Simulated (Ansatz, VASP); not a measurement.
# Pt: VASP beside Ansatz

```
Pt
1.0
     0.00000    1.98513    1.98513
     1.98513    0.00000    1.98513
     1.98513    1.98513    0.00000
Pt
1
Cartesian
  0.0000 0.0000 0.0000
```

Alike in both runs: task relaxation of cell and atoms; functional PBE; k mesh 18 × 18 × 18; occupations gaussian, width 0.1 eV; no spin polarisation.

```csv
,VASP,Ansatz
version,VASP 6.6.1,Ansatz 0.2.0
potentials or method,"VASP PAW PBE potentials, release 64 (Pt), cutoff 600 eV","scalar-relativistic, plane waves, PAW"
valence electrons in the cell,10,18
```

Ansatz gave:

```
gap on the k mesh at the Fermi level, each at its own relaxed structure (eV) : none
relaxed volume (Å³/atom)                                                     : 15.65
relaxed cell length with the largest relative difference (Å)                 : 2.807
```

Which values does VASP return?

gap on the k mesh at the Fermi level, each at its own relaxed structure (eV): none; relaxed volume (Å³/atom): 15.62; relaxed cell length with the largest relative difference (Å): 2.806.

A gap of «none» marks a metal or a gap that the smearing closes. VASP's potentials hold 10 valence electrons a cell and Ansatz's 18, so a difference there can come from the potentials and not from the codes.

Spin-orbit coupling is off throughout.
